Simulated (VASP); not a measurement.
A run of VASP 6.6.1 is set up as follows.

POSCAR

```
Sc
1.0
    5.1420983847      0.0000000000      0.0000000000
   -2.5710491924      4.4531878299      0.0000000000
    0.0000000000      0.0000000000      3.1125595860
Sc
3
Direct
    1.0000000000      0.0000000000      0.0000000000
    0.3333333333      0.6666666667      0.5000000000
    0.6666666667      0.3333333333      0.5000000000
```

INCAR.step1

```
SYSTEM = Sc
ALGO     = Normal         ! electronic algorithm
EDIFF    = 1E-4           ! SCF threshold, eV
ENCUT    = 520            ! plane-wave cutoff, eV
GGA      = PE             ! functional
ISMEAR   = -1             ! smearing method
ISPIN    = 2              ! spin polarisation
LASPH    = .TRUE.         ! aspherical terms in the spheres
LCHARG   = .FALSE.        ! write CHGCAR
LMAXMIX  = 4              ! l up to which the mixer works
LREAL    = .FALSE.        ! projectors in reciprocal space
LWAVE    = .TRUE.         ! write WAVECAR
MAGMOM   = 0.451 0.27 0.27 ! initial moments
NBANDS   = 28             ! bands
NELM     = 150            ! most SCF steps
PREC     = Accurate       ! precision mode
SIGMA    = 0.05           ! smearing width, eV
```

INCAR.step2

```
SYSTEM = Sc
ALGO     = Normal         ! electronic algorithm
EDIFF    = 1E-6           ! SCF threshold, eV
ENCUT    = 520            ! plane-wave cutoff, eV
ISIF     = 2              ! what is computed and relaxed
ISMEAR   = -1             ! smearing method
ISPIN    = 2              ! spin polarisation
ISTART   = 1            
LASPH    = .TRUE.         ! aspherical terms in the spheres
LCHARG   = .TRUE.         ! write CHGCAR
LELF     = .TRUE.         ! ELF
LMAXMIX  = 4              ! l up to which the mixer works
LMIXTAU  = .TRUE.       
LORBIT   = 11             ! projections on sites
LREAL    = .FALSE.        ! projectors in reciprocal space
LVHAR    = .TRUE.       
LWAVE    = .FALSE.        ! write WAVECAR
MAGMOM   = 0.451 0.27 0.27 ! initial moments
METAGGA  = R2SCAN         ! meta-GGA
NBANDS   = 28             ! bands
NELM     = 150            ! most SCF steps
PREC     = Accurate       ! precision mode
SIGMA    = 0.05           ! smearing width, eV
```

File KPOINTS:

```
k-points
0
G
  8 8 11
  0 0 0
```

Potentials or basis: VASP PAW PBE potentials, release 64 (Sc_sv).

The run is started by

```sh
$ cat potpaw_PBE.64/Sc_sv/POTCAR > POTCAR
$ cp INCAR.step1 INCAR
$ mpirun -np 1 vasp_std > vasp.out
$ cp INCAR.step2 INCAR
$ mpirun -np 1 vasp_std > vasp.out
```

What does it give for the net moment?

0.00 μB per cell.

Predict the pressure.

2.5 GPa.

Stress tensor (GPa, compression positive):
```
1.51 0.00 0.00
0.00 1.51 0.00
0.00 0.00 4.48
```

Caveat: the PAW data sets were made with another functional, which shifts forces and pressure a little.
